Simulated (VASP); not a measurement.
# KI (I4mm) in VASP: a series of runs, part 2 of 2

VASP 6.6.1.

### Step 4. Single point, LDA

INCAR reads:

```
ALGO     = Normal         # electronic algorithm
EDIFF    = 1E-6           # SCF threshold, eV
ENCUT    = 520            # plane-wave cutoff, eV
ISIF     = 2              # what is computed and relaxed
ISMEAR   = 0              # smearing method
LASPH    = T              # aspherical terms in the spheres
LCHARG   = F              # write CHGCAR
LREAL    = F              # projectors in reciprocal space
LWAVE    = F              # write WAVECAR
NBANDS   = 15             # bands
NELM     = 60             # most SCF steps
PREC     = Accurate       # precision mode
SIGMA    = 0.05           # smearing width, eV
```

KPOINTS reads:

```
k-points
0
Gamma
  6 6 6
```

POSCAR reads:

```
KI
1.0
    0.0000000000      3.5473682228      3.4109309835
    3.5473682228      0.0000000000      3.4109309835
    3.5473682228      3.5473682228      0.0000000000
K I
1 1
Direct
   -0.0144828495     -0.0144828495      0.0144828495
    0.5044620555      0.5044620555      0.4955379445
```

Potentials or basis: VASP PAW LDA potentials, release 64 (K_sv, I).

Started as:

```
> cat potpaw_LDA.64/K_sv/POTCAR potpaw_LDA.64/I/POTCAR > POTCAR
> mpirun -np 1 vasp_std > vasp.out
```

OUTCAR:

```text
EDIFF = 1E-6
   ENCUT = 520
   ISIF = 2
   ISMEAR = 0
   LASPH = T
   LREAL = F
   NELM = 60
   PREC = Accurate

 ion  position               nearest neighbor table
   1  0.986  0.986  0.014-   2 3.28   2 3.54   2 3.55   2 3.55   2 3.55   2 3.55
   2  0.504  0.504  0.496-   1 3.28   1 3.54   1 3.55   1 3.55   1 3.55   1 3.55

  LATTYP: Found a body centered tetragonal cell.
 ALAT       =     5.0167362514
 C/A-ratio  =     1.3598207331

  Lattice vectors:

 A1 = (   0.0000000000,  -3.5473682228,  -3.4109309835)
 A2 = (   0.0000000000,   3.5473682228,  -3.4109309835)
 A3 = (   3.5473682228,   0.0000000000,   3.4109309835)

Analysis of symmetry for initial positions (statically):
=====================================================================
 Subroutine PRICEL returns:
 Original cell was already a primitive cell.

 Routine SETGRP: Setting up the symmetry group for a
 body centered tetragonal supercell.

 Subroutine GETGRP returns: Found  8 space group operations
 (whereof  8 operations were pure point group operations)
 out of a pool of 16 trial point group operations.

The static configuration has the point symmetry C_4v.

Analysis of symmetry for dynamics (positions and initial velocities):
=====================================================================
 Subroutine PRICEL returns:
 Original cell was already a primitive cell.

 Routine SETGRP: Setting up the symmetry group for a
 body centered tetragonal supercell.

 Subroutine GETGRP returns: Found  8 space group operations
 (whereof  8 operations were pure point group operations)
 out of a pool of 16 trial point group operations.

The dynamic configuration has the point symmetry C_4v.

 Subroutine INISYM returns: Found  8 space group operations
 (whereof  8 operations are pure point group operations),
 and found     1 'primitive' translations

----------------------------------------------------------------------------------------

                                     Primitive cell

  volume of cell :      85.8451

  direct lattice vectors                    reciprocal lattice vectors
     0.000000000  3.547368223  3.410930984    -0.140949563  0.140949563  0.146587545
     3.547368223  0.000000000  3.410930984     0.140949563 -0.140949563  0.146587545
     3.547368223  3.547368223  0.000000000     0.140949563  0.140949563 -0.146587545

  length of vectors
     4.921206304  4.921206304  5.016736251     0.247429721  0.247429721  0.247429721

  position of ions in fractional coordinates (direct lattice)
     0.985517151  0.985517151  0.014482849
     0.504462055  0.504462055  0.495537945

  ion indices of the primitive-cell ions
   primitive index   ion index
                 1           1
                 2           2

----------------------------------------------------------------------------------------

 KPOINTS: k-points

Automatic generation of k-mesh.
 Grid dimensions read from file:
 generate k-points for:    6    6    6

 Generating k-lattice:

  Cartesian coordinates                     Fractional coordinates (reciprocal lattice)
    -0.023491594  0.023491594  0.024431258     0.166666667  0.000000000  0.000000000
     0.023491594 -0.023491594  0.024431258     0.000000000  0.166666667  0.000000000
     0.023491594  0.023491594 -0.024431258     0.000000000  0.000000000  0.166666667

  Length of vectors
     0.041238287  0.041238287  0.041238287

  Shift w.r.t. Gamma in fractional coordinates (k-lattice)
     0.000000000  0.000000000  0.000000000

 Subroutine IBZKPT returns following result:
 ===========================================

 Found     30 irreducible k-points:

 Following reciprocal coordinates:
            Coordinates               Weight
  0.000000  0.000000  0.000000      1.000000
  0.166667  0.000000  0.000000      8.000000
  0.333333  0.000000  0.000000      8.000000
  0.500000  0.000000  0.000000      4.000000
  0.166667  0.166667  0.000000      2.000000
  0.333333  0.166667  0.000000      8.000000
[... 16 lines left out ...]
  0.333333  0.000000  0.333333      4.000000
  0.500000  0.000000  0.333333     16.000000
 [... further k-points ...]
   k-points           NKPTS =     30   k-points in BZ     NKDIM =     30   number of bands    NBANDS=     15
   number of dos      NEDOS =    301   number of ions     NIONS =      2
   total plane-waves  NPLWV =  64000
   dimension x,y,z NGX =    40 NGY =   40 NGZ =   40
   dimension x,y,z NGXF=    80 NGYF=   80 NGZF=   80
   ions per type =               1   1
   NGX,Y,Z   is equivalent  to a cutoff of  13.51, 13.51, 13.26 a.u.
   NGXF,Y,Z  is equivalent  to a cutoff of  27.03, 27.03, 26.51 a.u.
 SYSTEM =  unknown system
   PREC   = accura    normal or accurate (medium, high low for compatibility)
   ISTART =      0    job   : 0-new  1-cont  2-samecut
   ICHARG =      2    charge: 1-file 2-atom 10-const
   ISPIN  =      1    spin polarized calculation?
   LNONCOLLINEAR =      F non collinear calculations
   LSORBIT =      F    spin-orbit coupling
   LASPH  =      T    aspherical Exc in radial PAW
   ENCUT  =  520.0 eV  38.22 Ry    6.18 a.u.   9.15  9.15  9.33*2*pi/ulx,y,z
   NELM   =     60;   NELMIN=  2; NELMDL= -5     # of ELM steps
   EDIFF  = 0.1E-05   stopping-criterion for ELM
   LREAL  =      F    real-space projection
   EDIFFG = 0.1E-04   stopping-criterion for IOM
   NSW    =      0    number of steps for IOM
   IBRION =     -1    ionic relax: 0-MD 1-quasi-New 2-CG
   NFREE  =      0    steps in history (QN), initial steepest desc. (CG)
   ISIF   =      2    stress and relaxation
   ISYM   =      2    0-nonsym 1-usesym 2-fastsym
   POTIM  = 0.5000    time-step for ionic-motion
   TEBEG  =    0.0;   TEEND  =   0.0 temperature during run
   PSTRESS=    0.0 pullay stress
   NELECT =      16.0000    total number of electrons
   NUPDOWN=      -1.0000    fix difference up-down
   EMIN   =  10.00;   EMAX   =-10.00  energy-range for DOS
   EFERMI =   0.00;   METHOD = LEGACY
   ISMEAR =     0;   SIGMA  =   0.05  broadening in eV -4-tet -1-fermi 0-gaus
   EFERMI_NEDOS =   21; number of points for ismear=-14 and -15
   IALGO  =     38    algorithm
   IMIX   =      4    mixing-type and parameters
     AMIX     =   0.40;   BMIX     =  1.00
     AMIX_MAG =   1.60;   BMIX_MAG =  1.00
  volume/ion in A,a.u.               =      42.92       289.66
  Fermi-wavevector in a.u.,A,eV,Ry     =   0.935139  1.767157 11.898099  0.874486
  Thomas-Fermi vector in A             =   2.062016
   LORBIT       =      0    0 simple, 1 ext, 2 COOP (PROOUT), +10 PAW based schemes
   GGA     = CA    functional components
   LHFCALC =     F    Hartree Fock is set to
   AEXX    =    0.0000 exact exchange contribution
   IVDW    =     0    specifies the selected vdW correction
   LEPSILON=     F    determine dielectric tensor
   LRPA    =     F    only Hartree local field effects (RPA)
 non-spin polarized calculation
 Gauss-broadening in eV      SIGMA  =   0.05
  energy-cutoff  :      520.00
  volume of cell :       85.85
 maximum number of plane-waves:      2334
 NGX is ok and might be reduce to    40
   NGX = 19   NGY = 19   NGZ = 19

 number of electron      16.0000000 magnetization

 Free energy of the ion-electron system (eV)
  ---------------------------------------------------
  ext. energy  EPLUGINS =         0.00000000
  ---------------------------------------------------
  free energy    TOTEN  =        -6.12491598 eV

  energy without entropy =       -6.12491598  energy(sigma->0) =       -6.12491598

 E-fermi :  -0.1752     XC(G=0):  -7.7254

 val. band max:       -0.4758493686   @ k =   0.0000   0.0000   0.0000
 cond. band min:       3.1911887049   @ k =   0.0000   0.0000   0.0000
 fundamental gap:      3.6670380735
 Fermi energy:        -0.1751749612

 k-point     1 :       0.0000    0.0000    0.0000
  band No.  band energies     occupation
      1     -28.5697      2.00000
      2     -12.3150      2.00000
      3     -12.2968      2.00000
      4     -12.2968      2.00000
      5     -11.0906      2.00000
      6      -0.4903      2.00000
      7      -0.4903      2.00000
      8      -0.4758      2.00000
      9       3.1912      0.00000
     10       5.7248      0.00000
     11       5.7248      0.00000
     12       5.9597      0.00000
     13       6.4838      0.00000
     14       6.6904      0.00000
[... 401 lines left out ...]
      2     -12.3885      2.00000
      3     -12.3362      2.00000
      4     -12.3154      2.00000
      5     -10.8832      2.00000
      6      -1.5408      2.00000
      7      -1.0472      2.00000
      8      -0.8535      2.00000
      9       4.6032      0.00000
     10       5.5517      0.00000
     11       7.0591      0.00000
     12       7.5980      0.00000
     13       8.2314      0.00000
     14       8.6946      0.00000
     15       9.1288      0.00000

 [... further k-points ...]
[... 5 lines left out ...]
  --------------------------------------------------------------------------------------
  -------------------------------------------------------------------------------------
  Total       -0.7028960     -0.7028960      0.0260215      0.0000000      0.0000000      0.0000000
  in kB      -13.1185611    -13.1185611      0.4856546      0.0000000      0.0000000      0.0000000
  external PRESSURE =      -8.5838226 kB  Pullay stress =       0.0000000 kB

 VOLUME and BASIS-vectors are now :
 -----------------------------------------------------------------------------
  energy-cutoff  :      520.00
  volume of cell :       85.85
      direct lattice vectors                 reciprocal lattice vectors
     0.000000000  3.547368223  3.410930984    -0.140949563  0.140949563  0.146587545
     3.547368223  0.000000000  3.410930984     0.140949563 -0.140949563  0.146587545
     3.547368223  3.547368223  0.000000000     0.140949563  0.140949563 -0.146587545

 POSITION                                       TOTAL-FORCE (eV/Angst)
 -----------------------------------------------------------------------------------
      3.54737      3.54737      6.72306         0.000000      0.000000      0.210285
      3.54737      3.54737      3.44137         0.000000      0.000000     -0.210285
 -----------------------------------------------------------------------------------
    total drift:                               -0.000000     -0.000000     -0.000203

  FREE ENERGIE OF THE ION-ELECTRON SYSTEM (eV)
  ---------------------------------------------------
  free  energy   TOTEN  =        -6.1249159819 eV

  energy  without entropy=       -6.1249159819  energy(sigma->0) =       -6.12491598
```

Wall time 18 s (1 thread of Intel Xeon 6975P-C (Granite Rapids), shared host); peak memory 0.21 GiB.

What came out:

| Property | Result |
| --- | --- |
| Free energy | -6.1249 eV |
| Pressure | -0.9 GPa |
| Largest force | 0.210 eV/Å |
| Band gap on the k mesh | 3.67 eV, direct |

Forces on the atoms (eV/Å):
```
K    0.000  0.000  0.210
I    0.000  0.000 -0.210
```

Levels at points of the mesh, in eV from the valence-band top:
| k point | band 4 | band 5 | band 6 | band 7 | band 8 | band 9 | band 10 | band 11 | band 12 | band 13 |
| --- | --- | --- | --- | --- | --- | --- | --- | --- | --- | --- |
| (0.00, 0.00, 0.00) | -11.82 | -10.61 | -0.01 | -0.01 | 0.00 | 3.67 | 6.20 | 6.20 | 6.44 | 6.96 |
| (0.50, 0.00, 0.00) | -11.83 | -10.26 | -1.46 | -0.39 | -0.37 | 5.26 | 7.49 | 7.84 | 8.13 | 8.53 |
| (0.50, 0.50, 0.00) | -11.85 | -10.44 | -1.04 | -0.45 | -0.45 | 4.61 | 5.55 | 8.04 | 8.28 | 9.10 |
| (0.50, 0.00, 0.50) | -11.84 | -10.46 | -1.10 | -0.39 | -0.36 | 4.67 | 5.53 | 7.94 | 8.57 | 8.60 |

Caveat: spin-orbit coupling is left out, which moves the levels of the heavy elements.

### Step 5. Single point, LDA

INCAR reads:

```
SYSTEM = KI
PREC     = Accurate       ! precision mode
ENCUT    = 520            ! plane-wave cutoff, eV
EDIFF    = 1E-7           ! SCF threshold, eV
ISMEAR   = 0              ! smearing method
SIGMA    = 0.05           ! smearing width, eV
LREAL    = .FALSE.        ! projectors in reciprocal space
LASPH    = .TRUE.         ! aspherical terms in the spheres
NELM     = 80             ! most SCF steps
ALGO     = Normal         ! electronic algorithm
ISIF     = 2              ! what is computed and relaxed
LWAVE    = .FALSE.        ! write WAVECAR
LCHARG   = .FALSE.        ! write CHGCAR
NBANDS   = 15             ! bands
```

KPOINTS reads:

```
Automatic mesh
0
G
  6 6 6
  0 0 0
```

POSCAR reads:

```
KI
1.0
    0.0000000000      3.5473682228      3.4109309835
    3.5473682228      0.0000000000      3.4109309835
    3.5473682228      3.5473682228      0.0000000000
K I
1 1
Direct
   -0.0289656989     -0.0289656989      0.0289656989
    0.5089241111      0.5089241111      0.4910758889
```

Started as:

```
> cat potpaw_LDA.64/K_sv/POTCAR potpaw_LDA.64/I/POTCAR > POTCAR
> mpirun -np 1 vasp_std > vasp.out
```

Wall time 27 s (1 thread of Intel Xeon 6975P-C (Granite Rapids), shared host); peak memory 0.2 GiB.

Results (log left out):

```yaml
Free_energy: -6.0816 eV
Pressure: -0.5 GPa
Largest_force: 0.474 eV/Å
Band_gap_on_the_k_mesh: 3.67 eV, direct
```

Forces on the atoms (eV/Å):
```
K    0.000  0.000  0.474
I    0.000  0.000 -0.474
```

Stress tensor (GPa, compression positive):
```
-1.34  0.00  0.00
 0.00 -1.34  0.00
 0.00  0.00  1.06
```

Levels at points of the mesh, in eV from the valence-band top:
```csv
k point,band 4,band 5,band 6,band 7,band 8,band 9,band 10,band 11,band 12,band 13
"(0.00, 0.00, 0.00)",-11.80,-10.59,-0.02,-0.02,0.00,3.67,6.25,6.25,6.47,6.98
"(0.50, 0.00, 0.00)",-11.81,-10.24,-1.44,-0.38,-0.36,5.26,7.44,7.81,8.07,8.53
"(0.50, 0.50, 0.00)",-11.83,-10.40,-1.02,-0.44,-0.44,4.62,5.56,7.94,8.09,9.33
"(0.50, 0.00, 0.50)",-11.82,-10.43,-1.09,-0.38,-0.38,4.72,5.53,7.96,8.59,8.60
```

Caveat: spin-orbit coupling is left out, which moves the levels of the heavy elements.

### Step 6. Single point, LDA

INCAR reads:

```
PREC     = Accurate       # precision mode
ENCUT    = 520            # plane-wave cutoff, eV
EDIFF    = 1E-6           # SCF threshold, eV
ISMEAR   = 0              # smearing method
SIGMA    = 0.05           # smearing width, eV
LREAL    = F              # projectors in reciprocal space
LASPH    = T              # aspherical terms in the spheres
NELM     = 80             # most SCF steps
ALGO     = Normal         # electronic algorithm
ISIF     = 2              # what is computed and relaxed
LWAVE    = F              # write WAVECAR
LCHARG   = F              # write CHGCAR
NBANDS   = 15             # bands
```

KPOINTS reads:

```
Automatic mesh
0
Gamma
  6 6 6
```

POSCAR reads:

```
KI
1.0
    0.0000000000      3.5473682228      3.4109309835
    3.5473682228      0.0000000000      3.4109309835
    3.5473682228      3.5473682228      0.0000000000
K I
1 1
Direct
   -0.0579313979     -0.0579313979      0.0579313979
    0.5178482222      0.5178482222      0.4821517778
```

Potentials or basis: VASP PAW LDA potentials, release 64 (K_sv, I).

Started as:

```
> cat potpaw_LDA.64/K_sv/POTCAR potpaw_LDA.64/I/POTCAR > POTCAR
> mpirun -np 1 vasp_std > vasp.out
```

It took 22 s on 1 thread of Intel Xeon 6975P-C (Granite Rapids), shared host; peak memory 0.2 GiB.

Results (log left out):

```yaml
Free_energy: -5.8535 eV
Pressure: 0.9 GPa
Largest_force: 1.416 eV/Å
Band_gap_on_the_k_mesh: 3.66 eV, direct
```

Forces on the atoms (eV/Å):
```
K    0.000  0.000  1.416
I    0.000  0.000 -1.416
```

Stress tensor (GPa, compression positive):
```
-1.47  0.00  0.00
 0.00 -1.47  0.00
 0.00  0.00  5.60
```

Levels at points of the mesh, in eV from the valence-band top:
```csv
k point,band 6,band 7,band 8,band 9,band 10,band 11
"(0.00, 0.00, 0.00)",-0.08,-0.08,0.00,3.66,6.40,6.40
"(0.50, 0.00, 0.00)",-1.41,-0.38,-0.31,5.20,7.31,7.67
"(0.50, 0.50, 0.00)",-0.92,-0.43,-0.43,4.64,5.53,7.34
"(0.50, 0.00, 0.50)",-1.08,-0.45,-0.32,4.91,5.50,7.97
```

Caveat: spin-orbit coupling is left out, which moves the levels of the heavy elements; forces of over 1 eV/Å act on the atoms, so gaps and moduli don't describe the material at rest. LDA gaps usually lie below the measured ones, often by a third to a half.
